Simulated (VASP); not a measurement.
Runs of VASP 6.6.1 on Sn. Symmetry: Immm, No. 71, orthorhombic system. Conventional cell: a = 3.453 Å, b = 3.551 Å, c = 4.677 Å, α = 90.00°, β = 90.00°, γ = 90.00°. Sn (site symmetry mmm) has 12 Sn at 3.41 to 3.55 Å within 4.5 Å. 

```tsv
smearing	gap on the mesh (eV)	pressure (GPa)
fermi-dirac 0.05 eV	none	-3.7
fermi-dirac 0.2 eV	none	(a)
fermi-dirac 0.3 eV	none	-3.4
fermi-dirac 0.1 eV	none	-3.7
```

Alike in all rows: task single point; level PBEsol; potentials or basis VASP PAW PBE potentials, release 64 (Sn_d); no spin polarisation; cell as given; k mesh 11 × 11 × 11; cutoff (eV) 520.

Estimate the missing entries.

(a) -3.6.

Caveats: the PAW data sets were made with another functional, which shifts forces and pressure a little; spin-orbit coupling is left out, which moves the levels of the heavy elements.

A k mesh can miss the band edges, and the runs leave out spin-orbit coupling on Sn.

A gap of «none» marks levels without a gap at the run's occupations.
